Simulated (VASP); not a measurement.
Wanted: the native input for a VASP 6.6.1 run.

```
Task                   : single point
Functional             : LDA
Potentials or basis    : VASP PAW LDA potentials, release 64 (Cd, Se)
Cutoff                 : 500 eV
k mesh                 : 5 × 5 × 5
Occupations            : gaussian, width 0.01 eV
Spin                   : no spin polarisation
Dipole correction      : no
Further INCAR settings : ALGO = Normal; EDIFF = 1e-06; NBANDS = 16
```

The structure of CdSe lies in POSCAR:

```
CdSe
1.0
    0.0000000000      3.0182224534      3.0182224534
    3.0182224534      0.0000000000      3.0182224534
    3.0182224534      3.0182224534      0.0000000000
Cd Se
1 1
Direct
    0.0000000000      0.0000000000      0.0000000000
    0.7500000000      0.7500000000      0.7500000000
```

These files were run (other wordings do the same):

INCAR

```
PREC = Accurate ; ENCUT = 500
EDIFF = 1E-6 ; ISMEAR = 0
SIGMA = 0.01 ; LREAL = F
LASPH = T ; NELM = 120
ALGO = Normal ; ISIF = 2
LWAVE = F ; LCHARG = T
LELF = T ; LVHAR = T
NBANDS = 16 ; GGA_COMPAT = F
```

KPOINTS

```
regular mesh
0
Gamma
  5 5 5
```

Potentials or basis: VASP PAW LDA potentials, release 64 (Cd, Se).

Launch:

```bash
$ cat potpaw_LDA.64/Cd/POTCAR potpaw_LDA.64/Se/POTCAR > POTCAR
$ mpirun -np 1 vasp_std > vasp.out
```

Results of the run:

The pressure is -0.3 GPa and the band gap on the k mesh is 0.40 eV, direct.

Wall time 7.9 s on 1 thread of Intel(R) Xeon(R) Platinum 8259CL CPU @ 2.50GHz (Skylake/Cascade Lake), on a shared host, peak memory 0.15 GiB.
